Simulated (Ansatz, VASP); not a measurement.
TiB4 in VASP and in Ansatz

```
Ti B
1.0
     3.10000    0.00000    0.00000
    -1.55000    2.68468    0.00000
     0.00000    0.00000    6.26000
Ti B
1 4
Direct
  0.00000 0.00000 0.00000
  0.33333 0.66667 0.74441
  0.66667 0.33333 0.74441
  0.33333 0.66667 0.25559
  0.66667 0.33333 0.25559
```

Alike in both runs: task single point; functional PBE; dispersion D3(BJ); k mesh 6 × 6 × 4; occupations gaussian, width 0.1 eV; no spin polarisation.

|  | VASP | Ansatz |
| --- | --- | --- |
| version | VASP 6.6.1 | Ansatz 0.2.0 |
| potentials or method | VASP PAW PBE potentials, release 64 (Ti_sv, B), cutoff 520 eV | scalar-relativistic, plane waves, PAW |
| valence electrons in the cell | 24 | 24 |

```tsv
	VASP	Ansatz	Ansatz less VASP
gap on the k mesh at the Fermi level (eV)	none	none	-
pressure (GPa)	-19.4	-19.5	-0.09
traceless stress, the component that is largest in VASP (GPa)	-4.31	-4.33	-0.011
rms of the force components (eV/Å)	0.085	0.088	+0.0032
```

Atom by atom the forces differ by 0.003 eV/Å (rms over components). A gap of «none» marks a metal or a gap that the smearing closes.

The k mesh is coarse, so the values compare programs but aren't converged.
